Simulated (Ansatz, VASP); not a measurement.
**Two plane-wave programs on Si**

File INCAR:

```
SYSTEM = Si
ALGO = Normal
EDIFF = 1E-6
ENCUT = 520
GGA = PE
ISIF = 2
ISMEAR = 0
LASPH = .TRUE.
LCHARG = .TRUE.
LELF = .TRUE.
LREAL = .FALSE.
LVHAR = .TRUE.
LWAVE = .FALSE.
NBANDS = 16
NELM = 60
PREC = Accurate
SIGMA = 0.01
```

File KPOINTS:

```
k-points
0
G
  6 6 4
  0 0 0
```

Contents of POSCAR:

```
Si
1.0
    3.9271137763      0.0000000000      0.0000000000
   -1.9635568882      3.4009802938      0.0000000000
    0.0000000000      0.0000000000      6.4894054095
Si
4
Direct
    0.3333333333      0.6666666667      0.0004225454
    0.6666666667      0.3333333333      0.5004225454
    0.3333333333      0.6666666667      0.3745774546
    0.6666666667      0.3333333333      0.8745774546
```

Input for Ansatz:

```yaml
crystal:
  lattice:
    - [3.9271137763, 0.0, 0.0]
    - [-1.9635568882, 3.4009802938, 0.0]
    - [0.0, 0.0, 6.4894054095]
  atoms:
    - { symbol: Si, position: [0.3333333333, 0.6666666667, 0.0004225454] }
    - { symbol: Si, position: [0.6666666667, 0.3333333333, 0.5004225454] }
    - { symbol: Si, position: [0.3333333333, 0.6666666667, 0.3745774546] }
    - { symbol: Si, position: [0.6666666667, 0.3333333333, 0.8745774546] }
kpoints:
  mp_grid: { grid: [6, 6, 4] }
hamiltonian:
  xc: pbe
scf:
  occupations: { method: fixed }
  n_extra_bands: 5
output:
  forces: true
  stress: true
  eigenvalues: true
```

Alike in both runs: task single point; functional PBE; k mesh 6 × 6 × 4; no spin polarisation.

|  | VASP | Ansatz |
| --- | --- | --- |
| version | VASP 6.6.1 | Ansatz 0.2.0 |
| potentials or method | VASP PAW PBE potentials, release 64 (Si) | plane waves, PAW |
| plane-wave cutoff (eV) | 520 | 420 |
| occupations | gaussian, width 0.01 eV | fixed |
| valence electrons in the cell | 16 | 16 |

Ansatz gave:

| Item | Value |
| --- | --- |
| gap on the k mesh at the Fermi level (eV) | 0.56 |
| pressure (GPa) | -4.5 |
| traceless stress, the component that is largest in VASP (GPa) | -0.16 |
| rms of the force components (eV/Å) | 0.016 |

**Question.** What did VASP give for the same quantities?

**Answer.** gap on the k mesh at the Fermi level (eV): 0.56; pressure (GPa): -4.6; traceless stress, the component that is largest in VASP (GPa): -0.16; rms of the force components (eV/Å): 0.016.

Atom by atom the forces differ by 0.000 eV/Å (rms over components).
